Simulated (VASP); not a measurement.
# SnTe (Fm-3m) in VASP: a series of runs, part 2 of 2

VASP 6.6.1.

## (4) Elastic constants, PBEsol

Input file INCAR:

```
SYSTEM = SnTe
ALGO = Normal ; EDIFF = 1E-8
ENCUT = 600 ; GGA = PS
IBRION = 6 ; ISIF = 3
ISMEAR = 0 ; LASPH = .True.
LCHARG = .False. ; LREAL = .False.
LWAVE = .False. ; NBANDS = 17
NELM = 100 ; NFREE = 2
NSW = 1 ; POTIM = 0.015
PREC = Accurate ; SIGMA = 0.01
```

Input file KPOINTS:

```
k-points
0
Gamma
  6 6 6
  0 0 0
```

Input file POSCAR:

```
SnTe
1.0
    0.0000000000      3.1508500000      3.1508500000
    3.1508500000      0.0000000000      3.1508500000
    3.1508500000      3.1508500000      0.0000000000
Te Sn
1 1
Direct
    0.5000000000      0.5000000000      0.5000000000
    0.0000000000      0.0000000000      0.0000000000
```

Potentials or basis: VASP PAW PBE potentials, release 64 (Te, Sn_d).

Command:

```console
$ cat potpaw_PBE.64/Te/POTCAR potpaw_PBE.64/Sn_d/POTCAR > POTCAR
$ mpirun -np 1 vasp_std > vasp.out
```

OUTCAR:

```text
SYSTEM = SnTe
   EDIFF = 1E-8
   ENCUT = 600
   GGA = PS
   IBRION = 6
   ISIF = 3
   ISMEAR = 0
   LASPH = .True.
   LREAL = .False.
   NELM = 100
   NFREE = 2
   NSW = 1
   POTIM = 0.015
   PREC = Accurate

 ion  position               nearest neighbor table
   1  0.500  0.500  0.500-   2 3.15   2 3.15   2 3.15   2 3.15   2 3.15   2 3.15
   2  0.000  0.000  0.000-   1 3.15   1 3.15   1 3.15   1 3.15   1 3.15   1 3.15

  LATTYP: Found a face centered cubic cell.
 ALAT       =     6.3017000000

  Lattice vectors:

 A1 = (   0.0000000000,   3.1508500000,   3.1508500000)
 A2 = (   3.1508500000,   0.0000000000,   3.1508500000)
 A3 = (   3.1508500000,   3.1508500000,   0.0000000000)

Analysis of symmetry for initial positions (statically):
=====================================================================
 Subroutine PRICEL returns:
 Original cell was already a primitive cell.

 Routine SETGRP: Setting up the symmetry group for a
 face centered cubic supercell.

 Subroutine GETGRP returns: Found 48 space group operations
 (whereof 48 operations were pure point group operations)
 out of a pool of 48 trial point group operations.

The static configuration has the point symmetry O_h .
[... 839 lines left out ...]
  -------------------------------------------------------------------------------------
  Total       -0.1295139     -0.1317091     -0.1317091      0.0000000     -0.0000000     -0.0000000
  in kB       -3.3167578     -3.3729751     -3.3729751      0.0000000     -0.0000000     -0.0000000
  external PRESSURE =      -3.3542360 kB  Pullay stress =       0.0000000 kB
[... 17 lines left out ...]
  FREE ENERGIE OF THE ION-ELECTRON SYSTEM (eV)
  ---------------------------------------------------
  free  energy   TOTEN  =        -8.3408905178 eV

  energy  without entropy=       -8.3408905178  energy(sigma->0) =       -8.34089052

 INTERNAL STRAIN TENSORS FROM STRAINED CELLS
 ============================================

 INTERNAL STRAIN TENSOR FOR ION    1 for displacements in x,y,z  (eV/Angst):
          X           Y           Z          XY          YZ          ZX
  --------------------------------------------------------------------------------
  x    -0.00000     0.00000    -0.00000     0.00000    -0.00000     0.00000
  y    -0.00000     0.00000    -0.00000     0.00000     0.00000     0.00000
  z     0.00000    -0.00000     0.00000     0.00000    -0.00000    -0.00000

 INTERNAL STRAIN TENSORS FROM DISPLACED ATOMS
 ============================================

 INTERNAL STRAIN TENSOR FOR ION    1 for displacements in x,y,z  (eV/Angst):
          X           Y           Z          XY          YZ          ZX
  --------------------------------------------------------------------------------
  x     0.00000     0.00000     0.00000     0.00000     0.00000     0.00000
  y     0.00000     0.00000     0.00000     0.00000     0.00000     0.00000
  z     0.00000     0.00000     0.00000     0.00000     0.00000     0.00000

 INTERNAL STRAIN TENSOR FOR ION    2 for displacements in x,y,z  (eV/Angst):
          X           Y           Z          XY          YZ          ZX
  --------------------------------------------------------------------------------
  x     0.00000     0.00000     0.00000     0.00000     0.00000     0.00000
  y     0.00000     0.00000     0.00000     0.00000     0.00000     0.00000
  z     0.00000     0.00000     0.00000     0.00000     0.00000     0.00000

 Eigenvectors and eigenvalues of the dynamical matrix
 ----------------------------------------------------

   1 f  =    0.001374 THz     0.008632 2PiTHz    0.045828 cm-1     0.005682 meV
             X         Y         Z           dx          dy          dz
      3.150850  3.150850  3.150850     0.000000   -0.719156    0.000000
      0.000000  0.000000  0.000000     0.000000   -0.694849    0.000000
[... 21 lines left out ...]
   6 f/i=    1.595059 THz    10.022052 2PiTHz   53.205447 cm-1     6.596632 meV
             X         Y         Z           dx          dy          dz
      3.150850  3.150850  3.150850    -0.694849    0.000000    0.000000
      0.000000  0.000000  0.000000     0.719156    0.000000    0.000000

--------------------------------------------------------------------------------------------------------

 ELASTIC MODULI CONTR FROM IONIC RELAXATION (kBar)
 Direction    XX          YY          ZZ          XY          YZ          ZX
 --------------------------------------------------------------------------------
 XX           0.0000      0.0000      0.0000      0.0000      0.0000      0.0000
 YY           0.0000      0.0000      0.0000      0.0000      0.0000      0.0000
 ZZ           0.0000      0.0000      0.0000      0.0000      0.0000      0.0000
 XY           0.0000      0.0000      0.0000      0.0000      0.0000      0.0000
 YZ           0.0000      0.0000      0.0000      0.0000      0.0000      0.0000
 ZX           0.0000      0.0000      0.0000      0.0000      0.0000      0.0000
 --------------------------------------------------------------------------------

 TOTAL ELASTIC MODULI (kBar)
 Direction    XX          YY          ZZ          XY          YZ          ZX
 --------------------------------------------------------------------------------
 XX        1251.8158     92.9889     92.9889      0.0000     -0.0000      0.0000
 YY          92.9889   1251.8158     92.9889      0.0000      0.0000      0.0000
 ZZ          92.9889     92.9889   1251.8158     -0.0000      0.0000     -0.0000
 XY           0.0000      0.0000     -0.0000    130.6839      0.0000      0.0000
 YZ          -0.0000      0.0000      0.0000      0.0000    130.6839      0.0000
 ZX           0.0000      0.0000     -0.0000      0.0000      0.0000    130.6839
 --------------------------------------------------------------------------------
```

OSZICAR:

```text
N       E                     dE             d eps       ncg     rms          rms(c)
DAV:   1     0.133975895636E+03    0.13398E+03   -0.10495E+04   545   0.149E+03
DAV:   2     0.402392989072E+01   -0.12995E+03   -0.12633E+03   570   0.358E+02
DAV:   3    -0.804339075492E+01   -0.12067E+02   -0.11999E+02   685   0.923E+01
[... 202 lines left out ...]
DAV:   4    -0.834088960467E+01   -0.28601E-05   -0.47243E-05  1557   0.657E-02    0.259E-02
DAV:   5    -0.834089052968E+01   -0.92501E-06   -0.24466E-06  1229   0.105E-02    0.397E-03
DAV:   6    -0.834089053722E+01   -0.75452E-08   -0.11613E-07  1293   0.239E-03    0.196E-03
DAV:   7    -0.834089051985E+01    0.17374E-07   -0.17996E-08   991   0.114E-03    0.662E-04
DAV:   8    -0.834089051781E+01    0.20373E-08   -0.26503E-09   627   0.485E-04
  17 F= -.83408905E+01 E0= -.83408905E+01  d E =-.136546E-16
```

stdout:

```text
POSCAR found type information on POSCAR TeSn
 POSCAR found :  2 types and       2 ions
 scaLAPACK will be used
 -----------------------------------------------------------------------------
|                                                                             |
|                                                                             |
|     You enforced a specific xc type in the INCAR file but a different       |
|     I HOPE YOU KNOW WHAT YOU ARE DOING!                                     |
|                                                                             |
[... 33 lines left out ...]
 Finite differences progress:
 bond charge predicted
 Finite differences progress:
 bond charge predicted
 Finite differences progress:
 bond charge predicted
 Finite differences progress:
 bond charge predicted
 Finite differences progress:
 bond charge predicted
 Finite differences progress:
```

Run time: 7.4 min. Hardware: 1 thread of Intel Xeon Platinum 8488C (Sapphire Rapids), shared host; peak memory 0.33 GiB.

Results:

* Elastic constants C11, C12, C44: 125, 9, 13 GPa
* Voigt bulk modulus: 48 GPa
* Highest phonon frequency at Γ, LO-TO splitting left out: 0 cm⁻¹
* Most unstable mode: 53i cm⁻¹

Phonon frequencies in cm⁻¹ (negative: imaginary):
```tsv
q point	frequencies
(0.000, 0.000, 0.000)	-53 -53 -53 0 0 0
```

Elastic tensor in Voigt notation (GPa, in the Cartesian axes of the cell as first typed):
```
125   9   9   0   0   0
  9 125   9   0   0   0
  9   9 125   0   0   0
  0   0   0  13   0   0
  0   0   0   0  13   0
  0   0   0   0   0  13
```

Clamped-ion elastic tensor (GPa):
```
125   9   9   0   0   0
  9 125   9   0   0   0
  9   9 125   0   0   0
  0   0   0  13   0   0
  0   0   0   0  13   0
  0   0   0   0   0  13
```

Caveat: some modes are imaginary; the PAW data sets were made with another functional, which shifts forces and pressure a little; spin-orbit coupling is left out, which moves the levels of the heavy elements.
